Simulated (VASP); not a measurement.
Hf, 1 atom in the cell. The structure is tetragonal, space group I4/mmm (No. 139). The conventional cell has a = 3.140 Å, b = 3.140 Å, c = 4.795 Å, α = 90.00°, β = 90.00°, γ = 90.00°. Hf (site symmetry 4/mmm) has 12 Hf at 3.14 to 3.27 Å within 4.1 Å.  This cell differs from its parent crystal: strain +0.000 along x and y, +0.080 along z.

| Quantity | Value |
| --- | --- |
| Program | VASP 6.6.1 |
| Task | single point |
| Functional | r2SCAN |
| Potentials or basis | VASP PAW PBE potentials, release 64 (Hf_pv) |
| Cutoff | 520 eV |
| k mesh | 18 × 18 × 18 |
| Occupations | gaussian, width 0.15 eV |
| Spin | no spin polarisation |
| Dipole correction | no |
| Further INCAR settings | ALGO = Normal; EDIFF = 1e-06; NBANDS = 11 |

Potentials or basis: VASP PAW PBE potentials, release 64 (Hf_pv).

Launch:

```bash
$ cat potpaw_PBE.64/Hf_pv/POTCAR > POTCAR
$ cp INCAR.step1 INCAR
$ mpirun -np 1 vasp_std > vasp.out
$ cp INCAR.step2 INCAR
$ mpirun -np 1 vasp_std > vasp.out
```

Hardware: 1 thread of Intel(R) Xeon(R) 6975P-C (Granite Rapids), with other jobs on the host.

Task: How long does it take, and how much memory?

Result: Run time: 110 s on 1 thread of Intel(R) Xeon(R) 6975P-C (Granite Rapids), on a shared host, peak memory 0.24 GiB. Counts: k points 480.
